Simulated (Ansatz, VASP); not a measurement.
# One calculation of SnSeO, two programs

```
Sn Se O
1.0
     4.63051    0.00000    0.00000
    -2.31525    4.01014    0.00000
     0.00000    0.00000    5.72565
Sn Se O
2 2 2
Direct
  0.66667 0.33333 0.75000
  0.33333 0.66667 0.25000
  0.66667 0.33333 0.25000
  0.33333 0.66667 0.75000
  0.00000 0.00000 0.50000
  0.00000 0.00000 0.00000
```

Change from the starting cell: species swapped into the PrAsPd type (P6_3/mmc, No. 194).

Alike in both runs: functional PBE; k mesh 12 × 12 × 6; occupations gaussian, width 0.1 eV; no spin polarisation.

Ansatz relaxed the structure, and its values are those at the end. VASP's run is a single point on that final structure, the one shown.

|  | VASP | Ansatz |
| --- | --- | --- |
| version | VASP 6.6.1 | Ansatz 0.2.0 |
| potentials or method | VASP PAW PBE potentials, release 64 (Sn_d, Se, O), cutoff 520 eV | scalar-relativistic, plane waves, PAW |
| valence electrons in the cell | 52 | 72 |

|  | VASP | Ansatz | Ansatz less VASP |
| --- | --- | --- | --- |
| gap on the k mesh at the Fermi level (eV) | none | none | - |
| pressure (GPa) | 0.0 | 0.0 | +0.02 |

A gap of «none» marks a metal or a gap that the smearing closes. With one functional, cell and mesh, what is left measures potentials, basis and numerics. VASP's potentials hold 52 valence electrons a cell and Ansatz's 72, so a difference there can come from the potentials and not from the codes.
